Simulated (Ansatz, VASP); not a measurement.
## Eu in VASP and in Ansatz

```xyz
1
Lattice="-2.2176 2.2176 2.2176 2.2176 -2.2176 2.2176 2.2176 2.2176 -2.2176" Properties=species:S:1:pos:R:3 pbc="T T T"
Eu    0.0000    0.0000    0.0000
```

Alike in both runs: task single point; functional PBE; k mesh 14 × 14 × 14; occupations gaussian, width 0.05 eV; collinear spin.

```csv
,VASP,Ansatz
version,VASP 6.6.1,Ansatz 0.2.0
potentials or method,"VASP PAW PBE potentials, release 64 (Eu), cutoff 520 eV","scalar-relativistic, plane waves, PAW"
valence electrons in the cell,17,17
```

|  | VASP | Ansatz | Ansatz less VASP |
| --- | --- | --- | --- |
| pressure (GPa) | -0.7 | -0.4 | +0.24 |
| net moment per atom (μB) | 7.24 | 7.25 | +0.004 |
| size of the moment on the site where the two differ most (μB) | 6.67 | 7.02 | +0.348 |

Site moments also hang on the region over which each program counts them. The functional is the same, so the differences come from potentials, cutoffs and numerics. Ansatz's warnings: given moment on shells.

Neither program's run includes spin-orbit coupling.
